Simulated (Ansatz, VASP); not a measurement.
**Two plane-wave programs on MgO**

The input INCAR:

```
PREC     = Accurate       # precision mode
ENCUT    = 520            # plane-wave cutoff, eV
EDIFF    = 1E-7           # SCF threshold, eV
ISMEAR   = 0              # smearing method
SIGMA    = 0.05           # smearing width, eV
LREAL    = F              # projectors in reciprocal space
LASPH    = T              # aspherical terms in the spheres
NELM     = 60             # most SCF steps
ALGO     = Normal         # electronic algorithm
ISIF     = 2              # what is computed and relaxed
LWAVE    = F              # write WAVECAR
LCHARG   = F              # write CHGCAR
GGA      = PE             # functional
NBANDS   = 16             # bands
```

Contents of KPOINTS:

```
regular mesh
0
Gamma
  9 9 6
```

POSCAR

```
MgO
1.0
    3.4837478153      0.0000000000      0.0000000000
   -1.7418739077      3.0170141084      0.0000000000
    0.0000000000      0.0000000000      4.2620170773
Mg O
2 2
Direct
    0.6666666667      0.3333333333      0.7500000000
    0.3333333333      0.6666666667      0.2500000000
    0.6666666667      0.3333333333      0.2500000000
    0.3333333333      0.6666666667      0.7500000000
```

Input for Ansatz:

```yaml
crystal:
  lattice:
    - [3.4837478153, 0.0, 0.0]
    - [-1.7418739077, 3.0170141084, 0.0]
    - [0.0, 0.0, 4.2620170773]
  atoms:
    - { symbol: Mg, position: [0.6666666667, 0.3333333333, 0.75] }
    - { symbol: Mg, position: [0.3333333333, 0.6666666667, 0.25] }
    - { symbol: O, position: [0.6666666667, 0.3333333333, 0.25] }
    - { symbol: O, position: [0.3333333333, 0.6666666667, 0.75] }
basis:
  ecutwfc: 520.0
kpoints:
  mp_grid: { grid: [9, 9, 6] }
hamiltonian:
  xc: pbe
  pseudopotentials: { kind: paw, azcp: { folder: soft_1 } }
scf:
  occupations: { method: gaussian, width: 0.05 }
output:
  forces: true
  stress: true
  eigenvalues: true
```

Alike in both runs: task single point; functional PBE; k mesh 9 × 9 × 6; occupations gaussian, width 0.05 eV; no spin polarisation.

|  | VASP | Ansatz |
| --- | --- | --- |
| version | VASP 6.6.1 | Ansatz 0.2.0 |
| potentials or method | VASP PAW PBE potentials, release 64 (Mg, O), cutoff 520 eV | scalar-relativistic, plane waves, PAW |
| valence electrons in the cell | 16 | 32 |

|  | VASP | Ansatz | Ansatz less VASP |
| --- | --- | --- | --- |
| gap on the k mesh at the Fermi level (eV) | 3.32 | 3.34 | +0.021 |
| least direct gap on the mesh (eV) | 3.32 | 3.34 | +0.021 |
| pressure (GPa) | 1.5 | 2.1 | +0.57 |
| traceless stress, the component that is largest in VASP (GPa) | -1.79 | -1.66 | +0.128 |

VASP's potentials hold 16 valence electrons a cell and Ansatz's 32, so a difference there can come from the potentials and not from the codes.
